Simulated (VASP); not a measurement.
Write the native input for VASP 6.6.1 that does the following.

```
Task                   : single point
Functional             : PBE
Potentials or basis    : VASP PAW PBE potentials, release 64 (Mn_pv)
Cutoff                 : 520 eV
k mesh                 : 18 × 18 × 8
Occupations            : gaussian, width 0.1 eV
Spin                   : collinear spin, ferromagnetic start
Starting moments       : [4.48, 4.48] μB
Dipole correction      : no
Further INCAR settings : ALGO = Normal; EDIFF = 1e-06; NBANDS = 24
```

The structure of Mn lies in POSCAR:

```
Mn
1.0
    3.0228186081      0.0000000000      0.0000000000
   -1.5114093040      2.6178377056      0.0000000000
    0.0000000000      0.0000000000      5.6112983086
Mn
2
Direct
    0.3333333333      0.6666666667      0.2500000000
    0.6666666667      0.3333333333      0.7500000000
```

This cell differs from its parent crystal: Zn replaced by Mn, lengths x 1.084, strained.

These files were run (other wordings do the same):

INCAR

```
SYSTEM = Mn
PREC     = Accurate       ! precision mode
ENCUT    = 520            ! plane-wave cutoff, eV
EDIFF    = 1E-6           ! SCF threshold, eV
ISMEAR   = 0              ! smearing method
SIGMA    = 0.1            ! smearing width, eV
LREAL    = .False.        ! projectors in reciprocal space
LASPH    = .True.         ! aspherical terms in the spheres
NELM     = 150            ! most SCF steps
ALGO     = Normal         ! electronic algorithm
ISIF     = 2              ! what is computed and relaxed
LWAVE    = .False.        ! write WAVECAR
LCHARG   = .True.         ! write CHGCAR
ISPIN    = 2              ! spin polarisation
MAGMOM   = 4.48 4.48      ! initial moments
LORBIT   = 11             ! projections on sites
LMAXMIX  = 4              ! l up to which the mixer works
GGA      = PE             ! functional
LELF     = .True.         ! ELF
LVHAR    = .True.       
NBANDS   = 24             ! bands
```

KPOINTS

```
Automatic mesh
0
Gamma
  18 18 8
  0 0 0
```

Potentials or basis: VASP PAW PBE potentials, release 64 (Mn_pv).

The run is started by

```bash
$ cat potpaw_PBE.64/Mn_pv/POTCAR > POTCAR
$ mpirun -np 1 vasp_std > vasp.out
```

It gave:

```yaml
Pressure: -13.8 GPa
Net_moment: 8.25 μB per cell
Site_moments: Mn +3.95 μB
Valence_electrons_inside_the_program's_atomic_spheres: Mn 11.30
```

Caveat: the cell differs from its parent crystal (Zn replaced by Mn, lengths x 1.084, strained).

Wall time 4.7 min on 1 thread of Intel(R) Xeon(R) Platinum 8259CL CPU @ 2.50GHz (Skylake/Cascade Lake), with other jobs on the host, peak memory 0.37 GiB.
